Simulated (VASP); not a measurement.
# CaO (e600) (Fm-3m) in VASP: a series of runs

Runs on CaO (e600). Level: PBEsol. Tasks: single point.

Everything below comes from runs of VASP 6.6.1. Logs are shortened: lines on timing, memory, paths and dates and some standing lists are left out, and cuts for length are marked.

**1. The cell of the first run**

Symmetry: Fm-3m, No. 225, cubic system. Conventional cell: a = 4.811 Å, b = 4.811 Å, c = 4.811 Å, α = 90.00°, β = 90.00°, γ = 90.00°. Ca (site symmetry m-3m) has 6 O at 2.41 Å within 3.2 Å. Within 3.2 Å of O (site symmetry m-3m) lie 6 Ca at 2.41 Å.

**2. Single point, PBEsol**

Contents of INCAR:

```
SYSTEM = CaO
PREC = Accurate
ENCUT = 600
EDIFF = 1E-6
ISMEAR = 0
SIGMA = 0.1
LREAL = .FALSE.
LASPH = .TRUE.
NELM = 120
ALGO = Normal
ISIF = 2
LWAVE = .FALSE.
LCHARG = .TRUE.
GGA = PS
LELF = .TRUE.
LVHAR = .TRUE.
NBANDS = 15
GGA_COMPAT = .FALSE.
```

Contents of KPOINTS:

```
regular mesh
0
G
  6 6 6
  0 0 0
```

Contents of POSCAR:

```
CaO
1.0
    0.0000000000      2.4055000000      2.4055000000
    2.4055000000      0.0000000000      2.4055000000
    2.4055000000      2.4055000000      0.0000000000
Ca O
1 1
Direct
    0.0000000000      0.0000000000      0.0000000000
    0.5000000000      0.5000000000      0.5000000000
```

Potentials or basis: VASP PAW PBE potentials, release 64 (Ca_sv, O).

On the command line:

```
$ cat potpaw_PBE.64/Ca_sv/POTCAR potpaw_PBE.64/O/POTCAR > POTCAR
$ mpirun -np 1 vasp_std > vasp.out
```

OUTCAR:

```text
SYSTEM = CaO
   PREC = Accurate
   ENCUT = 600
   EDIFF = 1E-6
   ISMEAR = 0
   LREAL = .FALSE.
   LASPH = .TRUE.
   NELM = 120
   ISIF = 2
   GGA = PS

 ion  position               nearest neighbor table
   1  0.000  0.000  0.000-   2 2.41   2 2.41   2 2.41   2 2.41   2 2.41   2 2.41
   2  0.500  0.500  0.500-   1 2.41   1 2.41   1 2.41   1 2.41   1 2.41   1 2.41

  LATTYP: Found a face centered cubic cell.
 ALAT       =     4.8110000000

  Lattice vectors:

 A1 = (   0.0000000000,   2.4055000000,   2.4055000000)
 A2 = (   2.4055000000,   0.0000000000,   2.4055000000)
 A3 = (   2.4055000000,   2.4055000000,   0.0000000000)

Analysis of symmetry for initial positions (statically):
=====================================================================
 Subroutine PRICEL returns:
 Original cell was already a primitive cell.

 Routine SETGRP: Setting up the symmetry group for a
 face centered cubic supercell.

 Subroutine GETGRP returns: Found 48 space group operations
 (whereof 48 operations were pure point group operations)
 out of a pool of 48 trial point group operations.

The static configuration has the point symmetry O_h .

Analysis of symmetry for dynamics (positions and initial velocities):
=====================================================================
 Subroutine PRICEL returns:
 Original cell was already a primitive cell.

 Routine SETGRP: Setting up the symmetry group for a
 face centered cubic supercell.

 Subroutine GETGRP returns: Found 48 space group operations
 (whereof 48 operations were pure point group operations)
 out of a pool of 48 trial point group operations.

The dynamic configuration has the point symmetry O_h .

 Subroutine INISYM returns: Found 48 space group operations
 (whereof 48 operations are pure point group operations),
 and found     1 'primitive' translations

----------------------------------------------------------------------------------------

                                     Primitive cell

  volume of cell :      27.8385

  direct lattice vectors                    reciprocal lattice vectors
     0.000000000  2.405500000  2.405500000    -0.207856994  0.207856994  0.207856994
     2.405500000  0.000000000  2.405500000     0.207856994 -0.207856994  0.207856994
     2.405500000  2.405500000  0.000000000     0.207856994  0.207856994 -0.207856994

  length of vectors
     3.401890724  3.401890724  3.401890724     0.360018875  0.360018875  0.360018875

  position of ions in fractional coordinates (direct lattice)
     0.000000000  0.000000000  0.000000000
     0.500000000  0.500000000  0.500000000

  ion indices of the primitive-cell ions
   primitive index   ion index
                 1           1
                 2           2

----------------------------------------------------------------------------------------

 KPOINTS: regular mesh

Automatic generation of k-mesh.
 Grid dimensions read from file:
 generate k-points for:    6    6    6

 Generating k-lattice:

  Cartesian coordinates                     Fractional coordinates (reciprocal lattice)
    -0.034642832  0.034642832  0.034642832     0.166666667  0.000000000  0.000000000
     0.034642832 -0.034642832  0.034642832     0.000000000  0.166666667  0.000000000
     0.034642832  0.034642832 -0.034642832     0.000000000  0.000000000  0.166666667

  Length of vectors
     0.060003146  0.060003146  0.060003146

  Shift w.r.t. Gamma in fractional coordinates (k-lattice)
     0.000000000  0.000000000  0.000000000

 Subroutine IBZKPT returns following result:
 ===========================================

 Found     16 irreducible k-points:

 Following reciprocal coordinates:
            Coordinates               Weight
  0.000000  0.000000  0.000000      1.000000
  0.166667  0.000000  0.000000      8.000000
  0.333333  0.000000  0.000000      8.000000
  0.500000  0.000000  0.000000      4.000000
  0.166667  0.166667  0.000000      6.000000
  0.333333  0.166667  0.000000     24.000000
[... 8 lines left out ...]
 -0.333333  0.333333  0.166667     24.000000
 -0.333333  0.500000  0.166667     12.000000
   k-points           NKPTS =     16   k-points in BZ     NKDIM =     16   number of bands    NBANDS=     15
   number of dos      NEDOS =    301   number of ions     NIONS =      2
   total plane-waves  NPLWV =  21952
   dimension x,y,z NGX =    28 NGY =   28 NGZ =   28
   dimension x,y,z NGXF=    56 NGYF=   56 NGZF=   56
   ions per type =               1   1
   NGX,Y,Z   is equivalent  to a cutoff of  13.68, 13.68, 13.68 a.u.
   NGXF,Y,Z  is equivalent  to a cutoff of  27.37, 27.37, 27.37 a.u.
 SYSTEM =  CaO
   PREC   = accura    normal or accurate (medium, high low for compatibility)
   ISTART =      0    job   : 0-new  1-cont  2-samecut
   ICHARG =      2    charge: 1-file 2-atom 10-const
   ISPIN  =      1    spin polarized calculation?
   LNONCOLLINEAR =      F non collinear calculations
   LSORBIT =      F    spin-orbit coupling
   LASPH  =      T    aspherical Exc in radial PAW
   ENCUT  =  600.0 eV  44.10 Ry    6.64 a.u.   6.79  6.79  6.79*2*pi/ulx,y,z
   NELM   =    120;   NELMIN=  2; NELMDL= -5     # of ELM steps
   EDIFF  = 0.1E-05   stopping-criterion for ELM
   LREAL  =      F    real-space projection
   EDIFFG = 0.1E-04   stopping-criterion for IOM
   NSW    =      0    number of steps for IOM
   IBRION =     -1    ionic relax: 0-MD 1-quasi-New 2-CG
   NFREE  =      0    steps in history (QN), initial steepest desc. (CG)
   ISIF   =      2    stress and relaxation
   ISYM   =      2    0-nonsym 1-usesym 2-fastsym
   POTIM  = 0.5000    time-step for ionic-motion
   TEBEG  =    0.0;   TEEND  =   0.0 temperature during run
   PSTRESS=    0.0 pullay stress
   NELECT =      16.0000    total number of electrons
   NUPDOWN=      -1.0000    fix difference up-down
   EMIN   =  10.00;   EMAX   =-10.00  energy-range for DOS
   EFERMI =   0.00;   METHOD = LEGACY
   ISMEAR =     0;   SIGMA  =   0.10  broadening in eV -4-tet -1-fermi 0-gaus
   EFERMI_NEDOS =   21; number of points for ismear=-14 and -15
   IALGO  =     38    algorithm
   IMIX   =      4    mixing-type and parameters
     AMIX     =   0.40;   BMIX     =  1.00
     AMIX_MAG =   1.60;   BMIX_MAG =  1.00
  volume/ion in A,a.u.               =      13.92        93.93
  Fermi-wavevector in a.u.,A,eV,Ry     =   1.361130  2.572162 25.207156  1.852674
  Thomas-Fermi vector in A             =   2.487732
   LORBIT       =      0    0 simple, 1 ext, 2 COOP (PROOUT), +10 PAW based schemes
   GGA     = PS    functional components
   LHFCALC =     F    Hartree Fock is set to
   AEXX    =    0.0000 exact exchange contribution
   IVDW    =     0    specifies the selected vdW correction
   LEPSILON=     F    determine dielectric tensor
   LRPA    =     F    only Hartree local field effects (RPA)
 non-spin polarized calculation
 Gauss-broadening in eV      SIGMA  =   0.10
  energy-cutoff  :      600.00
  volume of cell :       27.84
 maximum number of plane-waves:       941
   NGX = 13   NGY = 13   NGZ = 13

 number of electron      15.9999997 magnetization

 Free energy of the ion-electron system (eV)
  ---------------------------------------------------
  ext. energy  EPLUGINS =         0.00000000
  ---------------------------------------------------
  free energy    TOTEN  =       -13.40951457 eV

  energy without entropy =      -13.40951457  energy(sigma->0) =      -13.40951457

 E-fermi :   2.6045     XC(G=0): -10.7215

 val. band max:        2.1778221536   @ k =   0.0000   0.0000   0.0000
 cond. band min:       5.7135528474   @ k =   0.5000   0.5000   0.0000
 fundamental gap:      3.5357306938
 Fermi energy:         2.6044517484

 k-point     1 :       0.0000    0.0000    0.0000
  band No.  band energies     occupation
      1     -35.2201      2.00000
      2     -16.0635      2.00000
      3     -16.0635      2.00000
      4     -16.0635      2.00000
      5     -13.2611      2.00000
      6       2.1778      2.00000
      7       2.1778      2.00000
      8       2.1778      2.00000
      9       6.7185      0.00000
     10       8.3644      0.00000
     11       8.3644      0.00000
     12       8.3644      0.00000
     13       9.8956      0.00000
     14       9.8956      0.00000
     15      16.9909      0.00000

 k-point     2 :       0.1667    0.0000    0.0000
  band No.  band energies     occupation
      1     -35.1940      2.00000
      2     -16.4205      2.00000
      3     -16.0774      2.00000
      4     -16.0774      2.00000
      5     -12.8853      2.00000
      6       1.2969      2.00000
      7       1.8239      2.00000
      8       1.8239      2.00000
      9       7.8388      0.00000
     10       8.3285      0.00000
     11       8.8303      0.00000
     12       8.8303      0.00000
     13      10.5274      0.00000
     14      10.5274      0.00000
     15      17.9027      0.00000

 k-point     3 :       0.3333    0.0000    0.0000
  band No.  band energies     occupation
      1     -35.1411      2.00000
      2     -16.9742      2.00000
      3     -16.1049      2.00000
      4     -16.1049      2.00000
      5     -12.2896      2.00000
      6       0.0197      2.00000
      7       1.2251      2.00000
      8       1.2251      2.00000
      9       8.6494      0.00000
     10       9.7570      0.00000
     11       9.9033      0.00000
     12       9.9033      0.00000
     13      11.8328      0.00000
     14      11.8328      0.00000
     15      17.2820      0.00000
[... 199 lines left out ...]
 k-point    15 :      -0.3333    0.3333    0.1667
  band No.  band energies     occupation
      1     -35.0902      2.00000
      2     -16.8205      2.00000
      3     -16.4010      2.00000
      4     -16.2621      2.00000
      5     -12.4658      2.00000
      6       0.4260      2.00000
      7       1.0676      2.00000
      8       1.1578      2.00000
      9       8.6447      0.00000
     10       8.6591      0.00000
     11      10.8440      0.00000
     12      11.2988      0.00000
     13      12.2950      0.00000
     14      14.9698      0.00000
     15      15.7547      0.00000

 k-point    16 :      -0.3333    0.5000    0.1667
  band No.  band energies     occupation
      1     -35.0824      2.00000
      2     -16.5870      2.00000
      3     -16.4555      2.00000
      4     -16.3948      2.00000
      5     -12.7123      2.00000
      6       0.9450      2.00000
      7       1.0908      2.00000
      8       1.3526      2.00000
      9       7.1215      0.00000
     10       9.8030      0.00000
     11      10.5091      0.00000
     12      11.7584      0.00000
     13      11.8989      0.00000
     14      14.9837      0.00000
     15      15.6626      0.00000

------------------------ aborting loop because EDIFF is reached ----------------------------------------

  FORCE on cell =-STRESS in cart. coord.  units (eV):
  Direction    XX          YY          ZZ          XY          YZ          ZX
  --------------------------------------------------------------------------------------
  -------------------------------------------------------------------------------------
  Total       -0.4381600     -0.4381600     -0.4381600      0.0000000      0.0000000     -0.0000000
  in kB      -25.2172238    -25.2172238    -25.2172238      0.0000000      0.0000000     -0.0000000
  external PRESSURE =     -25.2172238 kB  Pullay stress =       0.0000000 kB

 VOLUME and BASIS-vectors are now :
 -----------------------------------------------------------------------------
  energy-cutoff  :      600.00
  volume of cell :       27.84
      direct lattice vectors                 reciprocal lattice vectors
     0.000000000  2.405500000  2.405500000    -0.207856994  0.207856994  0.207856994
     2.405500000  0.000000000  2.405500000     0.207856994 -0.207856994  0.207856994
     2.405500000  2.405500000  0.000000000     0.207856994  0.207856994 -0.207856994

 POSITION                                       TOTAL-FORCE (eV/Angst)
 -----------------------------------------------------------------------------------
      0.00000      0.00000      0.00000        -0.000000      0.000000      0.000000
      2.40550      2.40550      2.40550         0.000000     -0.000000     -0.000000
 -----------------------------------------------------------------------------------
    total drift:                                0.000000      0.000000      0.000000

  FREE ENERGIE OF THE ION-ELECTRON SYSTEM (eV)
  ---------------------------------------------------
  free  energy   TOTEN  =       -13.4095145702 eV

  energy  without entropy=      -13.4095145702  energy(sigma->0) =      -13.40951457
```

Wall time 5.2 s (1 thread of Intel Xeon 6975P-C (Granite Rapids), shared host); peak memory 0.16 GiB.

Results:

| Item | Value |
| --- | --- |
| Free energy | -13.4095 eV |
| Pressure | -2.5 GPa |
| Band gap on the k mesh | 3.54 eV, indirect (least direct gap 3.91 eV) |

Levels at points of the mesh, in eV from the valence-band top:
| k point | band 4 | band 5 | band 6 | band 7 | band 8 | band 9 | band 10 | band 11 | band 12 | band 13 |
| --- | --- | --- | --- | --- | --- | --- | --- | --- | --- | --- |
| (0.00, 0.00, 0.00) | -18.24 | -15.44 | 0.00 | 0.00 | 0.00 | 4.54 | 6.19 | 6.19 | 6.19 | 7.72 |
| (0.50, 0.00, 0.00) | -18.30 | -14.21 | -2.69 | -1.21 | -1.21 | 7.00 | 8.31 | 8.36 | 8.36 | 10.45 |
| (0.50, 0.50, 0.00) | -18.47 | -15.19 | -1.32 | -0.38 | -0.38 | 3.54 | 8.02 | 8.91 | 9.58 | 9.58 |

Caveat: the PAW data sets were made with another functional, which shifts forces and pressure a little. A k mesh can miss the band edges.

**3. Single point, PBEsol**

This run uses another cell than the first one, of 13.54 Å³/atom, 0.973 times its volume.

Contents of INCAR:

```
PREC = Accurate
ENCUT = 600
EDIFF = 1E-6
ISMEAR = 0
SIGMA = 0.02
LREAL = False
LASPH = True
NELM = 120
ALGO = Normal
ISIF = 2
LWAVE = False
LCHARG = False
GGA = PS
NBANDS = 15
GGA_COMPAT = False
```

Contents of KPOINTS:

```
regular mesh
0
Gamma
  8 8 8
```

Contents of POSCAR:

```
CaO
1.0
    0.0000000000      2.3833813382      2.3833813382
    2.3833813382      0.0000000000      2.3833813382
    2.3833813382      2.3833813382      0.0000000000
Ca O
1 1
Direct
    0.0000000000      0.0000000000      0.0000000000
    0.5000000000      0.5000000000      0.5000000000
```

Potentials or basis: VASP PAW PBE potentials, release 64 (Ca_sv, O).

On the command line:

```
$ cat potpaw_PBE.64/Ca_sv/POTCAR potpaw_PBE.64/O/POTCAR > POTCAR
$ mpirun -np 1 vasp_std > vasp.out
```

OUTCAR:

```text
PREC = Accurate
   ENCUT = 600
   EDIFF = 1E-6
   ISMEAR = 0
   LREAL = False
   LASPH = True
   NELM = 120
   ISIF = 2
   GGA = PS

 ion  position               nearest neighbor table
   1  0.000  0.000  0.000-   2 2.38   2 2.38   2 2.38   2 2.38   2 2.38   2 2.38
   2  0.500  0.500  0.500-   1 2.38   1 2.38   1 2.38   1 2.38   1 2.38   1 2.38

  LATTYP: Found a face centered cubic cell.
 ALAT       =     4.7667626764

  Lattice vectors:

 A1 = (   0.0000000000,   2.3833813382,   2.3833813382)
 A2 = (   2.3833813382,   0.0000000000,   2.3833813382)
[... 610 lines left out ...]
     12      11.4712      0.00000
     13      12.7945      0.00000
     14      14.4446      0.00000
     15      16.4120      0.00000

 [... further k-points ...]
[... 5 lines left out ...]
  --------------------------------------------------------------------------------------
  -------------------------------------------------------------------------------------
  Total        0.0939997      0.0939997      0.0939997      0.0000000     -0.0000000      0.0000000
  in kB        5.5619435      5.5619435      5.5619435      0.0000000     -0.0000000      0.0000000
  external PRESSURE =       5.5619435 kB  Pullay stress =       0.0000000 kB

 VOLUME and BASIS-vectors are now :
 -----------------------------------------------------------------------------
  energy-cutoff  :      600.00
  volume of cell :       27.08
      direct lattice vectors                 reciprocal lattice vectors
     0.000000000  2.383381338  2.383381338    -0.209785984  0.209785984  0.209785984
     2.383381338  0.000000000  2.383381338     0.209785984 -0.209785984  0.209785984
     2.383381338  2.383381338  0.000000000     0.209785984  0.209785984 -0.209785984

 POSITION                                       TOTAL-FORCE (eV/Angst)
 -----------------------------------------------------------------------------------
      0.00000      0.00000      0.00000         0.000000      0.000000     -0.000000
      2.38338      2.38338      2.38338        -0.000000     -0.000000      0.000000
 -----------------------------------------------------------------------------------
    total drift:                                0.000000      0.000000      0.000000

  FREE ENERGIE OF THE ION-ELECTRON SYSTEM (eV)
  ---------------------------------------------------
  free  energy   TOTEN  =       -13.4132025108 eV

  energy  without entropy=      -13.4132025108  energy(sigma->0) =      -13.41320251
```

Wall time 7.7 s (1 thread of Intel Xeon 6975P-C (Granite Rapids), shared host); peak memory 0.16 GiB.

What came out:

| Quantity | Value |
| --- | --- |
| Free energy | -13.4132 eV |
| Pressure | 0.6 GPa |
| Band gap on the k mesh | 3.52 eV, indirect (least direct gap 3.89 eV) |

Caveat: the PAW data sets were made with another functional, which shifts forces and pressure a little. A k mesh can miss the band edges.

**4. Single point, PBEsol**

This run uses another cell than the first one, of 13.54 Å³/atom, 0.973 times its volume.

INCAR, as its differences from that of step 3:

```diff
@@ -4,3 +4,3 @@
 ISMEAR = 0
-SIGMA = 0.02
+SIGMA = 0.01
 LREAL = False
```

Contents of KPOINTS:

```
Automatic mesh
0
Gamma
  8 8 8
```

POSCAR is that of step 3.

On the command line:

```
$ cat potpaw_PBE.64/Ca_sv/POTCAR potpaw_PBE.64/O/POTCAR > POTCAR
$ mpirun -np 1 vasp_std > vasp.out
```

Run time: 7.5 s. Hardware: 1 thread of Intel Xeon 6975P-C (Granite Rapids), shared host; peak memory 0.15 GiB.

Results (log left out):

| Property | Result |
| --- | --- |
| Free energy | -13.4132 eV |
| Pressure | 0.6 GPa |
| Band gap on the k mesh | 3.52 eV, indirect (least direct gap 3.89 eV) |

Levels at points of the mesh, in eV from the valence-band top:
| k point | band 6 | band 7 | band 8 | band 9 | band 10 | band 11 |
| --- | --- | --- | --- | --- | --- | --- |
| (0.00, 0.00, 0.00) | 0.00 | 0.00 | 0.00 | 4.77 | 6.25 | 6.25 |
| (0.50, 0.00, 0.00) | -2.75 | -1.27 | -1.27 | 7.13 | 8.51 | 8.51 |
| (0.50, 0.50, 0.00) | -1.31 | -0.37 | -0.37 | 3.52 | 8.23 | 9.07 |

Caveat: the PAW data sets were made with another functional, which shifts forces and pressure a little. A k mesh can miss the band edges.

**5. The runs side by side**

```tsv
cell	k mesh	smearing	gap on the mesh (eV)	pressure (GPa)
a = 3.402 Å, angles 60.0°, 2 atoms	6 × 6 × 6	gaussian 0.1 eV	3.54	-2.5
a = 3.371 Å, angles 60.0°, 2 atoms	8 × 8 × 8	gaussian 0.02 eV	3.52	0.6
a = 3.371 Å, angles 60.0°, 2 atoms	8 × 8 × 8	gaussian 0.01 eV	3.52	0.6
```

Alike in all rows: task single point; level PBEsol; potentials or basis VASP PAW PBE potentials, release 64 (Ca_sv, O); no spin polarisation; cutoff (eV) 600.

Caveats: the PAW data sets were made with another functional, which shifts forces and pressure a little.

Absolute energies hang on the potentials; compare differences alone.
